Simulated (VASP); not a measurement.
# GaN (F-43m) in VASP: a series of runs

The runs below take GaN through relaxation of cell and atoms, single point, with revPBE+D4, r2SCAN.

Program: VASP 6.6.1. These are calculated values, not measurements. Logs are shortened: lines on timing, memory, paths and dates and some standing lists are left out, and cuts for length are marked.

### 1 The cell of the first run

It takes space group F-43m (No. 216, cubic). The conventional cell has a = 4.507 Å, b = 4.507 Å, c = 4.507 Å, α = 90.00°, β = 90.00°, γ = 90.00°. Within 2.6 Å of Ga (site symmetry -43m) lie 4 N at 1.95 Å. Within 2.6 Å of N (site symmetry -43m) lie 4 Ga at 1.95 Å.

### 2 Relaxation of cell and atoms, revPBE+D4

INCAR reads:

```
ALGO = Normal
EDIFF = 1E-6
EDIFFG = -0.01
ENCUT = 600
GGA = RE
IBRION = 2
ISIF = 3
ISMEAR = -1
IVDW = 13
LASPH = True
LCHARG = False
LREAL = False
LWAVE = False
NELM = 100
NSW = 60
PREC = Accurate
SIGMA = 0.05
```

KPOINTS reads:

```
k-points
0
Gamma
  10 10 10
```

POSCAR reads:

```
GaN
1.0
    0.0000000000      2.2535006075      2.2535006075
    2.2535006075      0.0000000000      2.2535006075
    2.2535006075      2.2535006075      0.0000000000
Ga N
1 1
Direct
    0.0000000000      0.0000000000      0.0000000000
    0.2500000000      0.2500000000      0.2500000000
```

Potentials or basis: VASP PAW PBE potentials, release 64 (Ga_d, N).

On the command line:

```sh
> cat potpaw_PBE.64/Ga_d/POTCAR potpaw_PBE.64/N/POTCAR > POTCAR
> mpirun -np 1 vasp_std > vasp.out
```

OUTCAR:

```text
EDIFF = 1E-6
   EDIFFG = -0.01
   ENCUT = 600
   GGA = RE
   IBRION = 2
   ISIF = 3
   ISMEAR = -1
   IVDW = 13
   LASPH = True
   LREAL = False
   NELM = 100
   NSW = 60
   PREC = Accurate

 ion  position               nearest neighbor table
   1  0.000  0.000  0.000-   2 1.95   2 1.95   2 1.95   2 1.95
   2  0.250  0.250  0.250-   1 1.95   1 1.95   1 1.95   1 1.95

  LATTYP: Found a face centered cubic cell.
 ALAT       =     4.5070012150

  Lattice vectors:

 A1 = (   0.0000000000,   2.2535006075,   2.2535006075)
 A2 = (   2.2535006075,   0.0000000000,   2.2535006075)
 A3 = (   2.2535006075,   2.2535006075,   0.0000000000)

Analysis of symmetry for initial positions (statically):
=====================================================================
 Subroutine PRICEL returns:
 Original cell was already a primitive cell.

 Routine SETGRP: Setting up the symmetry group for a
 face centered cubic supercell.

 Subroutine GETGRP returns: Found 24 space group operations
 (whereof 24 operations were pure point group operations)
 out of a pool of 48 trial point group operations.

The static configuration has the point symmetry T_d .

Analysis of symmetry for dynamics (positions and initial velocities):
=====================================================================
 Subroutine PRICEL returns:
 Original cell was already a primitive cell.

 Routine SETGRP: Setting up the symmetry group for a
 face centered cubic supercell.

 Subroutine GETGRP returns: Found 24 space group operations
 (whereof 24 operations were pure point group operations)
 out of a pool of 48 trial point group operations.

The dynamic configuration has the point symmetry T_d .

 Subroutine INISYM returns: Found 24 space group operations
 (whereof 24 operations are pure point group operations),
 and found     1 'primitive' translations

----------------------------------------------------------------------------------------

                                     Primitive cell

  volume of cell :      22.8877

  direct lattice vectors                    reciprocal lattice vectors
     0.000000000  2.253500607  2.253500607    -0.221877020  0.221877020  0.221877020
     2.253500607  0.000000000  2.253500607     0.221877020 -0.221877020  0.221877020
     2.253500607  2.253500607  0.000000000     0.221877020  0.221877020 -0.221877020

  length of vectors
     3.186931122  3.186931122  3.186931122     0.384302272  0.384302272  0.384302272

  position of ions in fractional coordinates (direct lattice)
     0.000000000  0.000000000  0.000000000
     0.250000000  0.250000000  0.250000000

  ion indices of the primitive-cell ions
   primitive index   ion index
                 1           1
                 2           2

----------------------------------------------------------------------------------------

 KPOINTS: k-points

Automatic generation of k-mesh.
 Grid dimensions read from file:
 generate k-points for:   10   10   10

 Generating k-lattice:

  Cartesian coordinates                     Fractional coordinates (reciprocal lattice)
    -0.022187702  0.022187702  0.022187702     0.100000000  0.000000000  0.000000000
     0.022187702 -0.022187702  0.022187702     0.000000000  0.100000000  0.000000000
     0.022187702  0.022187702 -0.022187702     0.000000000  0.000000000  0.100000000

  Length of vectors
     0.038430227  0.038430227  0.038430227

  Shift w.r.t. Gamma in fractional coordinates (k-lattice)
     0.000000000  0.000000000  0.000000000

 Subroutine IBZKPT returns following result:
 ===========================================

 Found     47 irreducible k-points:

 Following reciprocal coordinates:
            Coordinates               Weight
  0.000000  0.000000  0.000000      1.000000
  0.100000  0.000000  0.000000      8.000000
  0.200000  0.000000  0.000000      8.000000
  0.300000  0.000000  0.000000      8.000000
  0.400000  0.000000  0.000000      8.000000
  0.500000  0.000000  0.000000      4.000000
[... 16 lines left out ...]
  0.300000  0.300000  0.000000      6.000000
  0.400000  0.300000  0.000000     24.000000
 [... further k-points ...]
   k-points           NKPTS =     47   k-points in BZ     NKDIM =     47   number of bands    NBANDS=     13
   number of dos      NEDOS =    301   number of ions     NIONS =      2
   total plane-waves  NPLWV =  21952
   dimension x,y,z NGX =    28 NGY =   28 NGZ =   28
   dimension x,y,z NGXF=    56 NGYF=   56 NGZF=   56
   ions per type =               1   1
   NGX,Y,Z   is equivalent  to a cutoff of  14.61, 14.61, 14.61 a.u.
   NGXF,Y,Z  is equivalent  to a cutoff of  29.21, 29.21, 29.21 a.u.
 SYSTEM =  unknown system
   PREC   = accura    normal or accurate (medium, high low for compatibility)
   ISTART =      0    job   : 0-new  1-cont  2-samecut
   ICHARG =      2    charge: 1-file 2-atom 10-const
   ISPIN  =      1    spin polarized calculation?
   LNONCOLLINEAR =      F non collinear calculations
   LSORBIT =      F    spin-orbit coupling
   LASPH  =      T    aspherical Exc in radial PAW
   ENCUT  =  600.0 eV  44.10 Ry    6.64 a.u.   6.37  6.37  6.37*2*pi/ulx,y,z
   NELM   =    100;   NELMIN=  2; NELMDL= -5     # of ELM steps
   EDIFF  = 0.1E-05   stopping-criterion for ELM
   LREAL  =      F    real-space projection
   EDIFFG = -.1E-01   stopping-criterion for IOM
   NSW    =     60    number of steps for IOM
   IBRION =      2    ionic relax: 0-MD 1-quasi-New 2-CG
   NFREE  =      1    steps in history (QN), initial steepest desc. (CG)
   ISIF   =      3    stress and relaxation
   ISYM   =      2    0-nonsym 1-usesym 2-fastsym
   POTIM  = 0.5000    time-step for ionic-motion
   TEBEG  =    0.0;   TEEND  =   0.0 temperature during run
   PSTRESS=    0.0 pullay stress
   NELECT =      18.0000    total number of electrons
   NUPDOWN=      -1.0000    fix difference up-down
   EMIN   =  10.00;   EMAX   =-10.00  energy-range for DOS
   EFERMI =   0.00;   METHOD = LEGACY
   ISMEAR =    -1;   SIGMA  =   0.05  broadening in eV -4-tet -1-fermi 0-gaus
   EFERMI_NEDOS =   21; number of points for ismear=-14 and -15
   IALGO  =     38    algorithm
   IMIX   =      4    mixing-type and parameters
     AMIX     =   0.40;   BMIX     =  1.00
     AMIX_MAG =   1.60;   BMIX_MAG =  1.00
  volume/ion in A,a.u.               =      11.44        77.23
  Fermi-wavevector in a.u.,A,eV,Ry     =   1.511117  2.855596 31.068543  2.283473
  Thomas-Fermi vector in A             =   2.621216
   LORBIT       =      0    0 simple, 1 ext, 2 COOP (PROOUT), +10 PAW based schemes
   GGA     = RE    functional components
   LHFCALC =     F    Hartree Fock is set to
   AEXX    =    0.0000 exact exchange contribution
   IVDW    =    13    specifies the selected vdW correction
   LEPSILON=     F    determine dielectric tensor
   LRPA    =     F    only Hartree local field effects (RPA)
 conjugate gradient relaxation of ions
 non-spin polarized calculation
  energy-cutoff  :      600.00
  volume of cell :       22.89
 maximum number of plane-waves:       785
 NGX is ok and might be reduce to    28
   NGX = 13   NGY = 13   NGZ = 13

--------------------------------------- Ionic step        1  -------------------------------------------

 number of electron      18.0000005 magnetization

 Free energy of the ion-electron system (eV)
  ---------------------------------------------------
  ext. energy  EPLUGINS =         0.00000000
  ---------------------------------------------------
  free energy    TOTEN  =       -11.43798387 eV

  energy without entropy =      -11.43798387  energy(sigma->0) =      -11.43798387

------------------------ aborting loop because EDIFF is reached ----------------------------------------

  DFT-D4 for vdW energy calculation

  Edisp (eV):   -1.44612

  FORCE on cell =-STRESS in cart. coord.  units (eV):
  Direction    XX          YY          ZZ          XY          YZ          ZX
  --------------------------------------------------------------------------------------
  -------------------------------------------------------------------------------------
  Total      -0.52528    -0.52528    -0.52528     0.00000     0.00000    -0.00000
  in kB     -36.77055   -36.77055   -36.77055     0.00000     0.00000    -0.00000
  external pressure =      -36.77 kB  Pullay stress =        0.00 kB
[... 181 lines left out ...]
  energy  without entropy=      -12.8895955599  energy(sigma->0) =      -12.88959556

--------------------------------------- Ionic step        6  -------------------------------------------

 number of electron      18.0000002 magnetization

 Free energy of the ion-electron system (eV)
  ---------------------------------------------------
  ext. energy  EPLUGINS =         0.00000000
  ---------------------------------------------------
  free energy    TOTEN  =       -11.40819532 eV

  energy without entropy =      -11.40819532  energy(sigma->0) =      -11.40819532

 E-fermi :   6.5718     XC(G=0): -11.6399

 val. band max:        5.6138474597   @ k =   0.0000   0.0000   0.0000
 cond. band min:       7.5139103472   @ k =   0.0000   0.0000   0.0000
 fundamental gap:      1.9000628875
 Fermi energy:         6.5718394888

 k-point     1 :       0.0000    0.0000    0.0000
  band No.  band energies     occupation
      1     -10.5340      2.00000
      2      -7.8497      2.00000
      3      -7.8497      2.00000
      4      -7.8497      2.00000
      5      -7.5080      2.00000
      6      -7.5080      2.00000
      7       5.6138      2.00000
      8       5.6138      2.00000
      9       5.6138      2.00000
     10       7.5139      0.00000
     11      16.1037      0.00000
     12      16.1037      0.00000
     13      16.1037      0.00000
[... 353 lines left out ...]
 k-point    24 :       0.4000    0.3000    0.0000
  band No.  band energies     occupation
      1      -9.4921      2.00000
      2      -7.7144      2.00000
      3      -7.6113      2.00000
      4      -7.6109      2.00000
      5      -7.4441      2.00000
      6      -6.6227      2.00000
      7       0.5580      2.00000
      8       3.0866      2.00000
      9       3.4121      2.00000
     10      10.1517      0.00000
     11      12.9865      0.00000
     12      16.6171      0.00000
     13      18.7356      0.00000

 [... further k-points ...]

------------------------ aborting loop because EDIFF is reached ----------------------------------------

  DFT-D4 for vdW energy calculation

  Edisp (eV):   -1.48141

  FORCE on cell =-STRESS in cart. coord.  units (eV):
  Direction    XX          YY          ZZ          XY          YZ          ZX
  --------------------------------------------------------------------------------------
  -------------------------------------------------------------------------------------
  Total       0.01671     0.01671     0.01671     0.00000    -0.00000     0.00000
  in kB       1.19485     1.19485     1.19485     0.00000    -0.00000     0.00000
  external pressure =        1.19 kB  Pullay stress =        0.00 kB
[... 17 lines left out ...]
  FREE ENERGIE OF THE ION-ELECTRON SYSTEM (eV)
  ---------------------------------------------------
  free  energy   TOTEN  =       -12.8896045385 eV

  energy  without entropy=      -12.8896045384  energy(sigma->0) =      -12.88960454

 reached required accuracy - stopping structural energy minimisation
```

Run time: 1.8 min. Hardware: 1 thread of Intel Xeon 8259CL, shared host; peak memory 0.18 GiB.

Results:

| Property | Result |
| --- | --- |
| Free energy | -12.8896 eV |
| Relaxed volume | 11.20 Å³/atom |
| Relaxed cell | a = 3.164 Å, b = 3.164 Å, c = 3.164 Å, α = 60.00°, β = 60.00°, γ = 60.00° |
| Space group after relaxing (to 0.1 Å) | F-43m (No. 216) |
| Energy gained by relaxing | 2.8 meV/atom |
| Ionic steps | 6 |
| Pressure after relaxing | 0.1 GPa |
| Band gap on the k mesh | 1.90 eV |
| Dispersion energy per atom | -0.741 eV |

Step by step:
```tsv
step	energy change (eV)	largest force (eV/Å)	pressure (GPa)	volume (Å³)
1	0.0000	0.0000	-3.68	22.89
2	-0.0014	0.0000	3.40	22.03
3	-0.0055	0.0000	-0.46	22.42
4	-0.0055	0.0000	0.46	22.37
5	-0.0055	0.0000	0.16	22.40
6	-0.0055	0.0000	0.12	22.41
```

Final structure:
```cif
data_structure
_symmetry_space_group_name_H-M 'P 1'
_symmetry_Int_Tables_number 1
_cell_length_a 3.1644
_cell_length_b 3.1644
_cell_length_c 3.1644
_cell_angle_alpha 60.000
_cell_angle_beta 60.000
_cell_angle_gamma 60.000
_cell_volume 22.41
loop_
_atom_site_label
_atom_site_type_symbol
_atom_site_fract_x
_atom_site_fract_y
_atom_site_fract_z
_atom_site_occupancy
Ga1 Ga 0.00000 0.00000 0.00000 1
N1 N 0.25000 0.25000 0.25000 1
```

Caveat: the PAW data sets were made with another functional, which shifts forces and pressure a little.

### 3 Single point, r2SCAN, non-collinear spin, zero start, spin-orbit coupling

POSCAR is that of step 2.

INCAR.step1 reads:

```
SYSTEM = GaN
ALGO = Normal
EDIFF = 1E-4
ENCUT = 520
GGA = PE
GGA_COMPAT = .FALSE.
ISMEAR = -1
LASPH = .TRUE.
LCHARG = .FALSE.
LREAL = .FALSE.
LSORBIT = .TRUE.
LWAVE = .TRUE.
MAGMOM = 0 0 0 0 0 0
NBANDS = 30
NELM = 150
PREC = Accurate
SIGMA = 0.05
```

INCAR.step2 reads:

```
SYSTEM = GaN
ALGO = Normal
EDIFF = 1E-7
ENCUT = 520
GGA_COMPAT = .FALSE.
ISIF = 2
ISMEAR = -1
ISTART = 1
LASPH = .TRUE.
LCHARG = .FALSE.
LMIXTAU = .TRUE.
LORBIT = 11
LORBMOM = .TRUE.
LREAL = .FALSE.
LSORBIT = .TRUE.
LWAVE = .FALSE.
MAGMOM = 0 0 0 0 0 0
METAGGA = R2SCAN
NBANDS = 30
NELM = 150
PREC = Accurate
SIGMA = 0.05
```

KPOINTS reads:

```
k-points
0
G
  7 7 7
  0 0 0
```

Potentials or basis: VASP PAW PBE potentials, release 64 (Ga_d, N).

On the command line:

```sh
> cat potpaw_PBE.64/Ga_d/POTCAR potpaw_PBE.64/N/POTCAR > POTCAR
> cp INCAR.step1 INCAR
> mpirun -np 1 vasp_ncl > vasp.out
> cp INCAR.step2 INCAR
> mpirun -np 1 vasp_ncl > vasp.out
```

Wall time 5.4 min (1 thread of Intel Xeon 8259CL, shared host); peak memory 0.23 GiB.

Results (log left out):

- Free energy: -21.9007 eV
- Pressure: -0.1 GPa
- Net moment: 0.00 μB per cell
- Valence electrons inside the program's atomic spheres: Ga 11.82; N 3.77

Moments on the atoms (μB; x, y, z):
```
Ga  0.00 0.00 0.00
N   0.00 0.00 0.00
```

Caveat: the PAW data sets were made with another functional, which shifts forces and pressure a little.
